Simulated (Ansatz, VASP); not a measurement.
**One calculation of Sr, two programs**

File INCAR:

```
SYSTEM = Sr
PREC     = Accurate       ! precision mode
ENCUT    = 520            ! plane-wave cutoff, eV
EDIFF    = 1E-6           ! SCF threshold, eV
ISMEAR   = 0              ! smearing method
SIGMA    = 0.15           ! smearing width, eV
LREAL    = .False.        ! projectors in reciprocal space
LASPH    = .True.         ! aspherical terms in the spheres
NELM     = 100            ! most SCF steps
ALGO     = Fast           ! electronic algorithm
ISIF     = 2              ! what is computed and relaxed
LWAVE    = .False.        ! write WAVECAR
LCHARG   = .True.         ! write CHGCAR
GGA      = PS             ! functional
LELF     = .True.         ! ELF
LVHAR    = .True.       
NBANDS   = 17             ! bands
```

KPOINTS

```
regular mesh
0
Gamma
  12 12 8
  0 0 0
```

Contents of POSCAR:

```
Sr
1.0
    4.4881542570      0.0000000000      0.0000000000
   -2.2440771285      3.6325753296      0.0000000000
    0.0000000000      0.0000000000      6.8785266073
Sr
2
Direct
    0.2498914598      0.6666666667      0.2500000000
    0.7501085402      0.3333333333      0.7500000000
```

Input for Ansatz:

```yaml
crystal:
  lattice:
    - [4.488154257, 0.0, 0.0]
    - [-2.2440771285, 3.6325753296, 0.0]
    - [0.0, 0.0, 6.8785266073]
  atoms:
    - { symbol: Sr, position: [0.2498914598, 0.6666666667, 0.25] }
    - { symbol: Sr, position: [0.7501085402, 0.3333333333, 0.75] }
basis:
  ecutwfc: 420
kpoints:
  mp_grid: { grid: [12, 12, 8] }
hamiltonian:
  xc: pbesol
scf:
  occupations: { method: gaussian, width: 0.15 }
output:
  forces: true
  stress: true
  eigenvalues: true
```

Change from the starting cell: mode 4 frozen in at -0.350 Å, normal strain along x +0.0700.

Alike in both runs: task single point; functional PBEsol; k mesh 12 × 12 × 8; occupations gaussian, width 0.15 eV; no spin polarisation.

|  | VASP | Ansatz |
| --- | --- | --- |
| version | VASP 6.6.1 | Ansatz 0.2.0 |
| potentials or method | VASP PAW PBE potentials, release 64 (Sr_sv), cutoff 520 eV | scalar-relativistic, plane waves, PAW |
| valence electrons in the cell | 20 | 20 |

|  | VASP | Ansatz | Ansatz less VASP |
| --- | --- | --- | --- |
| gap on the k mesh at the Fermi level (eV) | none | none | - |
| pressure (GPa) | -0.7 | -0.7 | -0.01 |
| traceless stress, the component that is largest in VASP (GPa) | -1.09 | -1.09 | +0.001 |
| rms of the force components (eV/Å) | 0.137 | 0.137 | -0.0006 |

VASP's potentials were made for PBE, not for PBEsol. Atom by atom the forces differ by 0.001 eV/Å (rms over components). A gap of «none» marks a metal or a gap that the smearing closes.
